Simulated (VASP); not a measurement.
Wanted: the native input for a VASP 6.6.1 run.

- Task: single point
- Functional: PBE
- Dispersion: D3(BJ)
- Potentials or basis: VASP PAW PBE potentials, release 64 (C, H)
- Cutoff: 520 eV
- k mesh: 6 × 4 × 1
- Occupations: gaussian, width 0.1 eV
- Spin: no spin polarisation
- Dipole correction: yes
- Further INCAR settings: LREAL = Auto; ALGO = Normal; EDIFF = 1e-06; NBANDS = 56

The structure of HC20 lies in POSCAR:

```
HC20
1.0
    4.9292027291      0.0000000000      0.0000000000
    0.0000000000      6.8054113579      0.0000000000
    0.0000000000      0.0000000000     22.2346643469
C H
20 1
Direct
    0.3122885183      0.2500141188      0.1798992752
    0.8122885183      0.2500141188      0.1798992752
    0.0622635010      0.2500141188      0.2119095571
    0.5622635010      0.2500141188      0.2119095571
    0.1871989222      0.7499858812      0.2279080302
    0.6871989222      0.7499858812      0.2279080302
    0.4371739048      0.7499858812      0.2599183120
    0.9371739048      0.7499858812      0.2599183120
    0.0621093260      0.2500141188      0.2759167852
    0.5621093260      0.2500141188      0.2759167852
    0.3120409925      0.2500133946      0.3071026518
    0.8120409925      0.2500133946      0.3071026518
    0.4371093881      0.7499905632      0.3309339292
    0.9371093881      0.7499905632      0.3309339292
    0.1866551682      0.7499900467      0.3565506911
    0.6866551682      0.7499900467      0.3565506911
    0.3119519864      0.2500147752      0.3740490919
    0.8119519864      0.2500147752      0.3740490919
    0.0621664184      0.2500173699      0.4018349100
    0.5621664184      0.2500173699      0.4018349100
    0.1454997517      0.5833507033      0.5502518120
```

One way to write it, as run:

INCAR

```
SYSTEM = HC20
PREC = Accurate
ENCUT = 520
EDIFF = 1E-6
ISMEAR = 0
SIGMA = 0.1
LREAL = Auto
LASPH = .TRUE.
NELM = 100
ALGO = Normal
ISIF = 2
LWAVE = .FALSE.
LCHARG = .FALSE.
LDIPOL = .TRUE.
IDIPOL = 3
DIPOL = 0.5 0.5 0.305
GGA = PE
IVDW = 12
NBANDS = 56
```

KPOINTS

```
regular mesh
0
G
  6 4 1
  0 0 0
```

Potentials or basis: VASP PAW PBE potentials, release 64 (C, H).

Command:

```console
$ cat potpaw_PBE.64/C/POTCAR potpaw_PBE.64/H/POTCAR > POTCAR
$ mpirun -np 1 vasp_std > vasp.out
```

It gave:

```json
{
 "Largest force": "3.427 eV/Å",
 "Band gap on the k mesh": "zero (an odd number of electrons rules out a gap without spin polarisation)",
 "Dispersion energy per atom": "-0.103 eV"
}
```

Caveat: an odd number of electrons without spin polarisation forces a metal; a magnetic or distorted state may lie lower.

It took 15 min on 1 thread of Intel(R) Xeon(R) 6975P-C (Granite Rapids) (shared host), peak memory 0.88 GiB.
